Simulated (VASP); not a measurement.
Wanted: the native input for a VASP 6.6.1 run.

* Task: single point
* Functional: PBE
* Potentials or basis: VASP PAW PBE potentials, release 64 (Ta_pv, Nb_sv, O)
* Cutoff: 520 eV
* k mesh: 6 × 6 × 6
* Occupations: gaussian, width 0.1 eV
* Spin: collinear spin, ferromagnetic start
* Starting moments: [1.0, 1.0, 0.0, 0.0, 0.0] μB
* Dipole correction: no
* Further INCAR settings: ALGO = Normal; EDIFF = 1e-06; NBANDS = 36

The structure of Ta2NbO2 lies in POSCAR:

```
Ta2NbO2
1.0
   -1.8387052200      1.8387052200      4.9604862700
    1.8387052200     -1.8387052200      4.9604862700
    1.8387052200      1.8387052200     -4.9604862700
Ta Nb O
2 1 2
Direct
    0.7500000000      0.2500000000      0.5000000000
    0.2500000000      0.7500000000      0.5000000000
    0.0000000000      0.0000000000      0.0000000000
    0.6208527700      0.6208527700      0.0000000000
    0.3791472300      0.3791472300      0.0000000000
```

One way to write it, as run:

INCAR

```
SYSTEM = Ta2NbO2
  PREC = Accurate
  ENCUT = 520
  EDIFF = 1E-6
  ISMEAR = 0
  SIGMA = 0.1
  LREAL = .FALSE.
  LASPH = .TRUE.
  NELM = 150
  ALGO = Normal
  ISIF = 2
  LWAVE = .FALSE.
  LCHARG = .FALSE.
  ISPIN = 2
  MAGMOM = 1 1 0 0 0
  LORBIT = 11
  LMAXMIX = 4
  GGA = PE
  NBANDS = 36
```

KPOINTS

```
regular mesh
0
G
  6 6 6
  0 0 0
```

Potentials or basis: VASP PAW PBE potentials, release 64 (Ta_pv, Nb_sv, O).

Launch:

```console
$ cat potpaw_PBE.64/Ta_pv/POTCAR potpaw_PBE.64/Nb_sv/POTCAR potpaw_PBE.64/O/POTCAR > POTCAR
$ mpirun -np 1 vasp_std > vasp.out
```

Results of the run:

```yaml
Pressure: 10.5 GPa
Largest_force: 0.693 eV/Å
Net_moment: 0.01 μB per cell
Valence_electrons_inside_the_program's_atomic_spheres: Ta 9.13; Nb 10.55; O 4.95
```

Caveat: the k points lie up to 0.40 Å⁻¹ apart.

Wall time 4.7 min on 1 thread of Intel(R) Xeon(R) Platinum 8375C CPU @ 2.90GHz (Ice Lake), on a shared host, peak memory 0.37 GiB.
